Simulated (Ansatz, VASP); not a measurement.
**One calculation of Rh, two programs**

```
Rh
1.0
     0.00000    1.90155    1.86352
     1.90155    0.00000    1.86352
     1.90155    1.90155    0.00000
Rh
1
Direct
  0.00000 0.00000 0.00000
```

Change from the starting cell: zz strain of -2 %.

Alike in both runs: task single point; functional PBEsol; k mesh 16 × 16 × 16; occupations fermi-dirac, width 0.08 eV; no spin polarisation.

|  | VASP | Ansatz |
| --- | --- | --- |
| version | VASP 6.6.1 | Ansatz 0.2.0 |
| potentials or method | VASP PAW PBE potentials, release 64 (Rh_pv), cutoff 520 eV | all-electron LAPW, scalar-relativistic |

VASP gave:

```
pressure (GPa)                                                : 0.8
traceless stress, the component that is largest in VASP (GPa) : 3.42
```

Task: What did Ansatz give for the same quantities?

Result: Pressure (GPa): 0.9; traceless stress, the component that is largest in VASP (GPa): 3.42.

VASP's potentials were made for PBE, not for PBEsol. Ansatz ran all-electron here, and VASP with PAW potentials.
